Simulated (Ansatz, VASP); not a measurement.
**Two plane-wave programs on CoO**

```
Co O
1.0
     1.60222    0.92504    5.13294
    -1.60222    0.92504    5.13294
     0.00000   -1.85008    5.13294
Co O
2 2
Direct
  0.99949 0.99949 0.99949
  0.49949 0.49949 0.49949
  0.37550 0.37550 0.37550
  0.87553 0.87553 0.87553
```

Alike in both runs: task single point; functional PBEsol; k mesh 3 × 3 × 3; occupations gaussian, width 0.1 eV; collinear spin.

|  | VASP | Ansatz |
| --- | --- | --- |
| version | VASP 6.6.1 | Ansatz 0.2.0 |
| potentials or method | VASP PAW PBE potentials, release 64 (Co, O), cutoff 520 eV | scalar-relativistic, plane waves, PAW |
| valence electrons in the cell | 30 | 46 |

```tsv
	VASP	Ansatz	Ansatz less VASP
gap on the k mesh at the Fermi level (eV)	none	none	-
pressure (GPa)	-9.9	-9.7	+0.15
traceless stress, the component that is largest in VASP (GPa)	0.91	0.82	-0.099
rms of the force components (eV/Å)	0.066	0.069	+0.0032
net moment per atom (μB)	0.00	0.00	0.000
size of the moment on the site where the two differ most (μB)	2.21	2.06	-0.154
```

VASP's potentials were made for PBE, not for PBEsol. Site moments also hang on the region over which each program counts them. Atom by atom the forces differ by 0.003 eV/Å (rms over components). A gap of «none» marks a metal or a gap that the smearing closes. VASP's potentials hold 30 valence electrons a cell and Ansatz's 46, so a difference there can come from the potentials and not from the codes.

The k mesh is coarse, so the values compare programs but aren't converged.
